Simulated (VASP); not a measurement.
# BP (F-43m) in VASP: a series of runs

BP is run at these levels: PBE; tasks: single point.

Program: VASP 6.6.1. These are calculated values, not measurements. Logs are shortened: lines on timing, memory, paths and dates and some standing lists are left out, and cuts for length are marked.

**1. The cell of the first run**

It takes space group F-43m (No. 216, cubic). The conventional cell has a = 4.502 Å, b = 4.502 Å, c = 4.502 Å, α = 90.00°, β = 90.00°, γ = 90.00°. Within 2.6 Å of B (site symmetry -43m) lie 4 P at 1.95 Å. Within 2.6 Å of P (site symmetry -43m) lie 4 B at 1.95 Å.

**2. Single point, PBE (volume scaled by 0.97)**

Contents of INCAR:

```
SYSTEM = BP
PREC     = Accurate       ! precision mode
ENCUT    = 520            ! plane-wave cutoff, eV
EDIFF    = 1E-6           ! SCF threshold, eV
ISMEAR   = 0              ! smearing method
SIGMA    = 0.02           ! smearing width, eV
LREAL    = .False.        ! projectors in reciprocal space
LASPH    = .True.         ! aspherical terms in the spheres
NELM     = 100            ! most SCF steps
ALGO     = Normal         ! electronic algorithm
ISIF     = 2              ! what is computed and relaxed
LWAVE    = .False.        ! write WAVECAR
LCHARG   = .False.        ! write CHGCAR
GGA      = PE             ! functional
NBANDS   = 11             ! bands
```

Contents of KPOINTS:

```
regular mesh
0
Gamma
  10 10 10
  0 0 0
```

Contents of POSCAR:

```
BP
1.0
    0.0000000000      2.2511791207      2.2511791207
    2.2511791207      0.0000000000      2.2511791207
    2.2511791207      2.2511791207      0.0000000000
B P
1 1
Direct
    0.0000000000      0.0000000000      0.0000000000
    0.2500000000      0.2500000000      0.2500000000
```

Potentials or basis: VASP PAW PBE potentials, release 64 (B, P).

Command:

```sh
> cat potpaw_PBE.64/B/POTCAR potpaw_PBE.64/P/POTCAR > POTCAR
> mpirun -np 1 vasp_std > vasp.out
```

OUTCAR:

```text
SYSTEM = BP
   PREC = Accurate
   ENCUT = 520
   EDIFF = 1E-6
   ISMEAR = 0
   LREAL = .False.
   LASPH = .True.
   NELM = 100
   ISIF = 2
   GGA = PE

 ion  position               nearest neighbor table
   1  0.000  0.000  0.000-   2 1.95   2 1.95   2 1.95   2 1.95
   2  0.250  0.250  0.250-   1 1.95   1 1.95   1 1.95   1 1.95

  LATTYP: Found a face centered cubic cell.
 ALAT       =     4.5023582414

  Lattice vectors:

 A1 = (   0.0000000000,   2.2511791207,   2.2511791207)
 A2 = (   2.2511791207,   0.0000000000,   2.2511791207)
 A3 = (   2.2511791207,   2.2511791207,   0.0000000000)

Analysis of symmetry for initial positions (statically):
=====================================================================
 Subroutine PRICEL returns:
 Original cell was already a primitive cell.

 Routine SETGRP: Setting up the symmetry group for a
 face centered cubic supercell.

 Subroutine GETGRP returns: Found 24 space group operations
 (whereof 24 operations were pure point group operations)
 out of a pool of 48 trial point group operations.

The static configuration has the point symmetry T_d .

Analysis of symmetry for dynamics (positions and initial velocities):
=====================================================================
 Subroutine PRICEL returns:
 Original cell was already a primitive cell.

 Routine SETGRP: Setting up the symmetry group for a
 face centered cubic supercell.

 Subroutine GETGRP returns: Found 24 space group operations
 (whereof 24 operations were pure point group operations)
 out of a pool of 48 trial point group operations.

The dynamic configuration has the point symmetry T_d .

 Subroutine INISYM returns: Found 24 space group operations
 (whereof 24 operations are pure point group operations),
 and found     1 'primitive' translations

----------------------------------------------------------------------------------------

                                     Primitive cell

  volume of cell :      22.8171

  direct lattice vectors                    reciprocal lattice vectors
     0.000000000  2.251179121  2.251179121    -0.222105827  0.222105827  0.222105827
     2.251179121  0.000000000  2.251179121     0.222105827 -0.222105827  0.222105827
     2.251179121  2.251179121  0.000000000     0.222105827  0.222105827 -0.222105827

  length of vectors
     3.183648044  3.183648044  3.183648044     0.384698577  0.384698577  0.384698577

  position of ions in fractional coordinates (direct lattice)
     0.000000000  0.000000000  0.000000000
     0.250000000  0.250000000  0.250000000

[... 85 lines left out ...]
   TEBEG  =    0.0;   TEEND  =   0.0 temperature during run
   PSTRESS=    0.0 pullay stress
   NELECT =       8.0000    total number of electrons
   NUPDOWN=      -1.0000    fix difference up-down
   EMIN   =  10.00;   EMAX   =-10.00  energy-range for DOS
   EFERMI =   0.00;   METHOD = LEGACY
   ISMEAR =     0;   SIGMA  =   0.02  broadening in eV -4-tet -1-fermi 0-gaus
   EFERMI_NEDOS =   21; number of points for ismear=-14 and -15
   IALGO  =     38    algorithm
   IMIX   =      4    mixing-type and parameters
     AMIX     =   0.40;   BMIX     =  1.00
     AMIX_MAG =   1.60;   BMIX_MAG =  1.00
  volume/ion in A,a.u.               =      11.41        76.99
  Fermi-wavevector in a.u.,A,eV,Ry     =   1.154387  2.181475 18.131252  1.332609
  Thomas-Fermi vector in A             =   2.291024
   LORBIT       =      0    0 simple, 1 ext, 2 COOP (PROOUT), +10 PAW based schemes
   GGA     = PE    functional components
   LHFCALC =     F    Hartree Fock is set to
   AEXX    =    0.0000 exact exchange contribution
   IVDW    =     0    specifies the selected vdW correction
   LEPSILON=     F    determine dielectric tensor
   LRPA    =     F    only Hartree local field effects (RPA)
 non-spin polarized calculation
 Gauss-broadening in eV      SIGMA  =   0.02
  energy-cutoff  :      520.00
  volume of cell :       22.82
 maximum number of plane-waves:       636
   NGX = 11   NGY = 11   NGZ = 11

 number of electron       8.0000001 magnetization

 Free energy of the ion-electron system (eV)
  ---------------------------------------------------
  ext. energy  EPLUGINS =         0.00000000
  ---------------------------------------------------
  free energy    TOTEN  =       -12.92032259 eV

  energy without entropy =      -12.92032259  energy(sigma->0) =      -12.92032259

 E-fermi :   7.8877     XC(G=0): -11.0094

 val. band max:        7.7149945163   @ k =   0.0000   0.0000   0.0000
 cond. band min:       8.9216973323   @ k =   0.4000   0.4000   0.0000
 fundamental gap:      1.2067028160
 Fermi energy:         7.8877348426

 k-point     1 :       0.0000    0.0000    0.0000
  band No.  band energies     occupation
      1      -7.9580      2.00000
      2       7.7150      2.00000
      3       7.7150      2.00000
      4       7.7150      2.00000
      5      11.1516      0.00000
      6      11.1516      0.00000
      7      11.1516      0.00000
      8      15.4522      0.00000
      9      19.3898      0.00000
     10      19.9117      0.00000
     11      19.9117      0.00000
[... 309 lines left out ...]
 k-point    24 :       0.4000    0.3000    0.0000
  band No.  band energies     occupation
      1      -4.9557      2.00000
      2       1.5036      2.00000
      3       3.5780      2.00000
      4       4.1254      2.00000
      5       9.5080      0.00000
      6      11.3310      0.00000
      7      17.3532      0.00000
      8      17.3700      0.00000
      9      21.9953      0.00000
     10      23.1131      0.00000
     11      25.1174      0.00000

 [... further k-points ...]

------------------------ aborting loop because EDIFF is reached ----------------------------------------

  FORCE on cell =-STRESS in cart. coord.  units (eV):
  Direction    XX          YY          ZZ          XY          YZ          ZX
  --------------------------------------------------------------------------------------
  -------------------------------------------------------------------------------------
  Total        0.7091790      0.7091790      0.7091790      0.0000000      0.0000000      0.0000000
  in kB       49.7973569     49.7973569     49.7973569      0.0000000      0.0000000      0.0000000
  external PRESSURE =      49.7973569 kB  Pullay stress =       0.0000000 kB

 VOLUME and BASIS-vectors are now :
 -----------------------------------------------------------------------------
  energy-cutoff  :      520.00
  volume of cell :       22.82
      direct lattice vectors                 reciprocal lattice vectors
     0.000000000  2.251179121  2.251179121    -0.222105827  0.222105827  0.222105827
     2.251179121  0.000000000  2.251179121     0.222105827 -0.222105827  0.222105827
     2.251179121  2.251179121  0.000000000     0.222105827  0.222105827 -0.222105827

 POSITION                                       TOTAL-FORCE (eV/Angst)
 -----------------------------------------------------------------------------------
      0.00000      0.00000      0.00000        -0.000000      0.000000     -0.000000
      1.12559      1.12559      1.12559         0.000000     -0.000000      0.000000
 -----------------------------------------------------------------------------------
    total drift:                                0.000000      0.000000      0.000000

  FREE ENERGIE OF THE ION-ELECTRON SYSTEM (eV)
  ---------------------------------------------------
  free  energy   TOTEN  =       -12.9203225925 eV

  energy  without entropy=      -12.9203225925  energy(sigma->0) =      -12.92032259
```

It took 12 s on 1 thread of Intel Xeon 8259CL, shared host; peak memory 0.13 GiB.

What came out:

- Free energy: -12.9203 eV
- Pressure: 5.0 GPa
- Band gap on the k mesh: 1.21 eV, indirect (least direct gap 3.44 eV)

**3. Single point, PBE (volume scaled by 1.03)**

Contents of INCAR:

```
SYSTEM = BP
PREC = Accurate ; ENCUT = 520
EDIFF = 1E-6 ; ISMEAR = 0
SIGMA = 0.02 ; LREAL = .False.
LASPH = .True. ; NELM = 80
ALGO = Normal ; ISIF = 2
LWAVE = .False. ; LCHARG = .False.
GGA = PE ; NBANDS = 11
```

Contents of KPOINTS:

```
Automatic mesh
0
Gamma
  10 10 10
  0 0 0
```

Contents of POSCAR:

```
BP
1.0
    0.0000000000      2.2966697430      2.2966697430
    2.2966697430      0.0000000000      2.2966697430
    2.2966697430      2.2966697430      0.0000000000
B P
1 1
Direct
    0.0000000000      0.0000000000      0.0000000000
    0.2500000000      0.2500000000      0.2500000000
```

Potentials or basis: VASP PAW PBE potentials, release 64 (B, P).

Command:

```sh
> cat potpaw_PBE.64/B/POTCAR potpaw_PBE.64/P/POTCAR > POTCAR
> mpirun -np 1 vasp_std > vasp.out
```

OUTCAR:

```text
SYSTEM = BP
   PREC = Accurate
   ENCUT = 520
   EDIFF = 1E-6
   ISMEAR = 0
   LREAL = .False.
   LASPH = .True.
   NELM = 80
   ISIF = 2
   GGA = PE

 ion  position               nearest neighbor table
   1  0.000  0.000  0.000-   2 1.99   2 1.99   2 1.99   2 1.99
   2  0.250  0.250  0.250-   1 1.99   1 1.99   1 1.99   1 1.99

  LATTYP: Found a face centered cubic cell.
 ALAT       =     4.5933394860

  Lattice vectors:

 A1 = (   0.0000000000,   2.2966697430,   2.2966697430)
 A2 = (   2.2966697430,   0.0000000000,   2.2966697430)
 A3 = (   2.2966697430,   2.2966697430,   0.0000000000)

Analysis of symmetry for initial positions (statically):
=====================================================================
 Subroutine PRICEL returns:
 Original cell was already a primitive cell.

 Routine SETGRP: Setting up the symmetry group for a
 face centered cubic supercell.

 Subroutine GETGRP returns: Found 24 space group operations
 (whereof 24 operations were pure point group operations)
 out of a pool of 48 trial point group operations.

The static configuration has the point symmetry T_d .

Analysis of symmetry for dynamics (positions and initial velocities):
=====================================================================
 Subroutine PRICEL returns:
 Original cell was already a primitive cell.

 Routine SETGRP: Setting up the symmetry group for a
 face centered cubic supercell.

 Subroutine GETGRP returns: Found 24 space group operations
 (whereof 24 operations were pure point group operations)
 out of a pool of 48 trial point group operations.

The dynamic configuration has the point symmetry T_d .

 Subroutine INISYM returns: Found 24 space group operations
 (whereof 24 operations are pure point group operations),
 and found     1 'primitive' translations

----------------------------------------------------------------------------------------

                                     Primitive cell

  volume of cell :      24.2285

[... 115 lines left out ...]
   AEXX    =    0.0000 exact exchange contribution
   IVDW    =     0    specifies the selected vdW correction
   LEPSILON=     F    determine dielectric tensor
   LRPA    =     F    only Hartree local field effects (RPA)
 non-spin polarized calculation
 Gauss-broadening in eV      SIGMA  =   0.02
  energy-cutoff  :      520.00
  volume of cell :       24.23
 maximum number of plane-waves:       666
   NGX = 13   NGY = 13   NGZ = 13

 number of electron       7.9999999 magnetization

 Free energy of the ion-electron system (eV)
  ---------------------------------------------------
  ext. energy  EPLUGINS =         0.00000000
  ---------------------------------------------------
  free energy    TOTEN  =       -12.92012247 eV

  energy without entropy =      -12.92012247  energy(sigma->0) =      -12.92012247

 E-fermi :   7.2027     XC(G=0): -10.7513

 val. band max:        7.0077814239   @ k =   0.0000   0.0000   0.0000
 cond. band min:       8.2960264388   @ k =   0.4000   0.4000   0.0000
 fundamental gap:      1.2882450149
 Fermi energy:         7.2026638630

 k-point     1 :       0.0000    0.0000    0.0000
  band No.  band energies     occupation
      1      -8.1316      2.00000
      2       7.0078      2.00000
      3       7.0078      2.00000
      4       7.0078      2.00000
      5      10.3576      0.00000
      6      10.3576      0.00000
      7      10.3576      0.00000
      8      13.8349      0.00000
      9      18.2814      0.00000
     10      19.0349      0.00000
     11      19.0349      0.00000
[... 309 lines left out ...]
 k-point    24 :       0.4000    0.3000    0.0000
  band No.  band energies     occupation
      1      -5.2876      2.00000
      2       0.9264      2.00000
      3       3.0944      2.00000
      4       3.6061      2.00000
      5       8.8473      0.00000
      6      10.6394      0.00000
      7      16.2231      0.00000
      8      16.2676      0.00000
      9      20.5879      0.00000
     10      22.0664      0.00000
     11      23.5580      0.00000

 [... further k-points ...]

------------------------ aborting loop because EDIFF is reached ----------------------------------------

  FORCE on cell =-STRESS in cart. coord.  units (eV):
  Direction    XX          YY          ZZ          XY          YZ          ZX
  --------------------------------------------------------------------------------------
  -------------------------------------------------------------------------------------
  Total       -0.7133699     -0.7133699     -0.7133699     -0.0000000     -0.0000000      0.0000000
  in kB      -47.1736738    -47.1736738    -47.1736738     -0.0000000     -0.0000000      0.0000000
  external PRESSURE =     -47.1736738 kB  Pullay stress =       0.0000000 kB

 VOLUME and BASIS-vectors are now :
 -----------------------------------------------------------------------------
  energy-cutoff  :      520.00
  volume of cell :       24.23
      direct lattice vectors                 reciprocal lattice vectors
     0.000000000  2.296669743  2.296669743    -0.217706530  0.217706530  0.217706530
     2.296669743  0.000000000  2.296669743     0.217706530 -0.217706530  0.217706530
     2.296669743  2.296669743  0.000000000     0.217706530  0.217706530 -0.217706530

 POSITION                                       TOTAL-FORCE (eV/Angst)
 -----------------------------------------------------------------------------------
      0.00000      0.00000      0.00000         0.000000      0.000000      0.000000
      1.14833      1.14833      1.14833        -0.000000     -0.000000     -0.000000
 -----------------------------------------------------------------------------------
    total drift:                                0.000000      0.000000      0.000000

  FREE ENERGIE OF THE ION-ELECTRON SYSTEM (eV)
  ---------------------------------------------------
  free  energy   TOTEN  =       -12.9201224685 eV

  energy  without entropy=      -12.9201224685  energy(sigma->0) =      -12.92012247
```

OSZICAR:

```text
N       E                     dE             d eps       ncg     rms          rms(c)
DAV:   1     0.967779086551E+01    0.96778E+01   -0.38971E+03  1034   0.650E+02
DAV:   2    -0.128672294307E+02   -0.22545E+02   -0.21435E+02  1377   0.110E+02
DAV:   3    -0.135500289454E+02   -0.68280E+00   -0.68108E+00  1314   0.164E+01
DAV:   4    -0.135526795911E+02   -0.26506E-02   -0.26504E-02  1167   0.122E+00
DAV:   5    -0.135526943099E+02   -0.14719E-04   -0.14719E-04  1269   0.917E-02    0.683E+00
DAV:   6    -0.130070902906E+02    0.54560E+00   -0.12898E+00  1166   0.480E+00    0.369E+00
DAV:   7    -0.129269731278E+02    0.80117E-01   -0.19949E-01  1271   0.223E+00    0.129E+00
DAV:   8    -0.129195815274E+02    0.73916E-02   -0.25198E-02  1212   0.897E-01    0.180E-01
DAV:   9    -0.129199116556E+02   -0.33013E-03   -0.72273E-04  1222   0.178E-01    0.110E-01
DAV:  10    -0.129201107304E+02   -0.19907E-03   -0.25038E-04  1140   0.991E-02    0.271E-02
DAV:  11    -0.129201215155E+02   -0.10785E-04   -0.11365E-05  1335   0.223E-02    0.304E-02
DAV:  12    -0.129201225931E+02   -0.10776E-05   -0.45019E-06  1172   0.104E-02    0.120E-02
DAV:  13    -0.129201224685E+02    0.12454E-06   -0.11365E-07   574   0.225E-03
   1 F= -.12920122E+02 E0= -.12920122E+02  d E =-.196856E-45
```

stdout:

```text
POSCAR found type information on POSCAR B P
 POSCAR found :  2 types and       2 ions
 scaLAPACK will be used
 LDA part: xc-table for (Slater+PW92), standard interpolation
 POSCAR, INCAR and KPOINTS ok, starting setup
 FFT: planning ... GRIDC
 FFT: planning ... GRID_SOFT
 FFT: planning ... GRID
 WAVECAR not read
 entering main loop
```

Run time: 13 s. Hardware: 1 thread of Intel Xeon 8259CL, shared host; peak memory 0.14 GiB.

What came out:

| Property | Result |
| --- | --- |
| Free energy | -12.9201 eV |
| Pressure | -4.7 GPa |
| Band gap on the k mesh | 1.29 eV, indirect (least direct gap 3.35 eV) |

Levels at points of the mesh, in eV from the valence-band top:
```
           k point  band 1  band 2  band 3  band 4  band 5  band 6  band 7  band 8
(0.00, 0.00, 0.00)  -15.14    0.00    0.00    0.00    3.35    3.35    3.35    6.83
(0.50, 0.00, 0.00)  -11.95   -8.78   -1.71   -1.71    3.57    4.69    4.69   10.00
(0.50, 0.50, 0.00)  -10.48   -8.40   -3.98   -3.98    1.40    1.69   11.79   11.79
```
